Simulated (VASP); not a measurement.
Set up this calculation in VASP 6.6.1, as the native input.

- Task: single point
- Functional: PBEsol
- Potentials or basis: VASP PAW PBE potentials, release 64 (La, Pb_d)
- Cutoff: 520 eV
- k mesh: 4 × 4 × 4
- Occupations: methfessel-paxton, width 0.2 eV
- Spin: no spin polarisation
- Dipole correction: no
- Further INCAR settings: ALGO = Normal; EDIFF = 1e-06; NBANDS = 34

The structure of LaPb3 lies in POSCAR:

```
LaPb3
1.0
    4.8930000000      0.0000000000      0.0000000000
    0.0000000000      4.8930000000      0.0000000000
    0.0000000000      0.0000000000      4.8930000000
La Pb
1 3
Direct
    0.0000000000      0.0000000000      0.0000000000
    0.0000000000      0.5000000000      0.5000000000
    0.5000000000      0.0000000000      0.5000000000
    0.5000000000      0.5000000000      0.0000000000
```

One way to write it, as run:

INCAR

```
  PREC = Accurate
  ENCUT = 520
  EDIFF = 1E-6
  ISMEAR = 1
  SIGMA = 0.2
  LREAL = False
  LASPH = True
  NELM = 80
  ALGO = Normal
  ISIF = 2
  LWAVE = False
  LCHARG = False
  GGA = PS
  NBANDS = 34
```

KPOINTS

```
Automatic mesh
0
Gamma
  4 4 4
```

Potentials or basis: VASP PAW PBE potentials, release 64 (La, Pb_d).

Run with:

```console
$ cat potpaw_PBE.64/La/POTCAR potpaw_PBE.64/Pb_d/POTCAR > POTCAR
$ mpirun -np 1 vasp_std > vasp.out
```

It gave:

```json
{
 "Pressure": "0.1 GPa"
}
```

Caveat: the PAW data sets were made with another functional, which shifts forces and pressure a little.

Wall time 21 s on 1 thread of AMD EPYC 9R45 96-Core Processor (Zen 5), on a shared host, peak memory 0.19 GiB.
